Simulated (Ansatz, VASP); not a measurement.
# Two plane-wave programs on BaSnGe

POSCAR

```
BaSnGe
1.0
    4.8243231727      0.0000000000      0.0000000000
   -2.4121615864      4.1779864236      0.0000000000
    0.0000000000      0.0000000000      4.9063731000
Ba Sn Ge
1 1 1
Direct
    0.0000000000      0.0000000000      0.0000000000
    0.6666666667      0.3333333333      0.5000000000
    0.3333333333      0.6666666667      0.5000000000
```

INCAR.step1

```
PREC = Accurate ; ENCUT = 520
ISMEAR = 0 ; SIGMA = 0.1
LREAL = F ; LASPH = T
NELM = 80 ; NBANDS = 26
GGA = PE ; ALGO = Normal
EDIFF = 1E-4 ; LWAVE = T
LCHARG = F
```

The input INCAR.step2:

```
PREC = Accurate ; ENCUT = 520
EDIFF = 1E-6 ; ISMEAR = 0
SIGMA = 0.1 ; LREAL = F
LASPH = T ; NELM = 80
ALGO = Normal ; ISIF = 2
LWAVE = F ; LCHARG = F
METAGGA = R2SCAN ; LMIXTAU = T
NBANDS = 26 ; ISTART = 1
```

File KPOINTS:

```
regular mesh
0
Gamma
  12 12 10
```

Input for Ansatz:

```yaml
crystal:
  lattice:
    - [4.8243231727, 0.0, 0.0]
    - [-2.4121615864, 4.1779864236, 0.0]
    - [0.0, 0.0, 4.9063731]
  atoms:
    - { symbol: Ba, position: [0.0, 0.0, 0.0] }
    - { symbol: Sn, position: [0.6666666667, 0.3333333333, 0.5] }
    - { symbol: Ge, position: [0.3333333333, 0.6666666667, 0.5] }
basis:
  ecutwfc: 500
kpoints:
  mp_grid: { grid: [12, 12, 10] }
  band_path:
    path:
      - [[0.0, 0.0, 0.0], [0.5, 0.0, 0.0], [0.33333333, 0.33333333, 0.0], [0.0, 0.0, 0.0], [0.0, 0.0, 0.5], [0.5, 0.0, 0.5], [0.33333333, 0.33333333, 0.5], [0.0, 0.0, 0.5]]
      - [[0.5, 0.0, 0.5], [0.5, 0.0, 0.0]]
      - [[0.33333333, 0.33333333, 0.5], [0.33333333, 0.33333333, 0.0]]
    npoints: 14
hamiltonian:
  xc: r2scan
scf:
  occupations: { method: gaussian, width: 0.1 }
  n_extra_bands: 7
output:
  forces: true
  stress: true
  eigenvalues: true
  populations: true
  dos: { projected: true, de: 0.02, nscf_kmesh: { grid: [15, 15, 12] } }
  bader: true
  write_density: true
  write_potential: true
  elf: true
  volumetric_format: npy
```

Alike in both runs: task single point; functional r2SCAN; k mesh 12 × 12 × 10; occupations gaussian, width 0.1 eV; no spin polarisation.

|  | VASP | Ansatz |
| --- | --- | --- |
| version | VASP 6.6.1 | Ansatz 0.2.0 |
| potentials or method | VASP PAW PBE potentials, release 64 (Ba_sv, Sn_d, Ge_d), cutoff 520 eV | scalar-relativistic, plane waves, PAW |
| valence electrons in the cell | 38 | 38 |

|  | VASP | Ansatz | Ansatz less VASP |
| --- | --- | --- | --- |
| gap on the k mesh at the Fermi level (eV) | none | none | - |
| pressure (GPa) | -0.6 | -0.8 | -0.19 |
| traceless stress, the component that is largest in VASP (GPa) | 0.68 | 0.68 | -0.008 |

VASP's potentials were made for PBE, not for r2SCAN. A gap of «none» marks a metal or a gap that the smearing closes. With one functional, cell and mesh, what is left measures potentials, basis and numerics.

Spin-orbit coupling is off throughout.
